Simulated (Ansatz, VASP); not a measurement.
# Ti in VASP and in Ansatz

```
Ti
1.0
    -3.28200    0.00000    0.00000
     0.00000   -3.28200    0.00000
     0.00000   -1.09400    9.84600
Ti
6
Direct
  0.50000 0.47223 0.08332
  0.00000 0.69445 0.91665
  0.50000 0.36112 0.41665
  0.00000 0.91667 0.24998
  0.50000 0.25001 0.74998
  0.00000 0.80556 0.58332
```

Alike in both runs: task single point; functional PBEsol; k mesh 14 × 14 × 5; occupations gaussian, width 0.15 eV; no spin polarisation.

|  | VASP | Ansatz |
| --- | --- | --- |
| version | VASP 6.6.1 | Ansatz 0.2.0 |
| potentials or method | VASP PAW PBE potentials, release 64 (Ti_sv), cutoff 500 eV | scalar-relativistic, plane waves, PAW |
| valence electrons in the cell | 72 | 72 |

```tsv
	VASP	Ansatz	Ansatz less VASP
gap on the k mesh at the Fermi level (eV)	none	none	-
pressure (GPa)	-6.0	-5.9	+0.17
traceless stress, the component that is largest in VASP (GPa)	-4.23	-4.19	+0.039
rms of the force components (eV/Å)	0.562	0.550	-0.0123
```

VASP's potentials were made for PBE, not for PBEsol. Atom by atom the forces differ by 0.014 eV/Å (rms over components). A gap of «none» marks a metal or a gap that the smearing closes.
